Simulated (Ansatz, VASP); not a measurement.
## NbC4: VASP beside Ansatz

```xyz
5
Lattice="-3.1362 3.1362 1.3004 3.1362 -3.1362 1.3004 3.1362 3.1362 -1.3004" Properties=species:S:1:pos:R:3 pbc="T T T"
Nb    0.0000    0.0000    0.0000
C     1.3836    1.3836    1.3004
C     1.7526    1.7526    0.0000
C    -1.3836    1.3836    1.3004
C     1.3836   -1.3836    1.3004
```

Change from the starting cell: species swapped into the HoAu4 type (I4/m, No. 87).

Alike in both runs: functional PBE; k mesh 16 × 16 × 16; occupations gaussian, width 0.1 eV; no spin polarisation.

Ansatz relaxed the structure, and its values are those at the end. VASP's run is a single point on that final structure, the one shown.

```csv
,VASP,Ansatz
version,VASP 6.6.1,Ansatz 0.2.0
potentials or method,"VASP PAW PBE potentials, release 64 (Nb_sv, C), cutoff 520 eV","scalar-relativistic, plane waves, PAW"
valence electrons in the cell,29,29
```

VASP gave:

```
gap on the k mesh at the Fermi level (eV) : none
pressure (GPa)                            : 0.0
rms of the force components (eV/Å)        : 0.009
```

Question: What did Ansatz give for the same quantities?

Answer: gap on the k mesh at the Fermi level (eV): none; pressure (GPa): 0.0; rms of the force components (eV/Å): 0.000.

A gap of «none» marks a metal or a gap that the smearing closes. With one functional, cell and mesh, what is left measures potentials, basis and numerics.
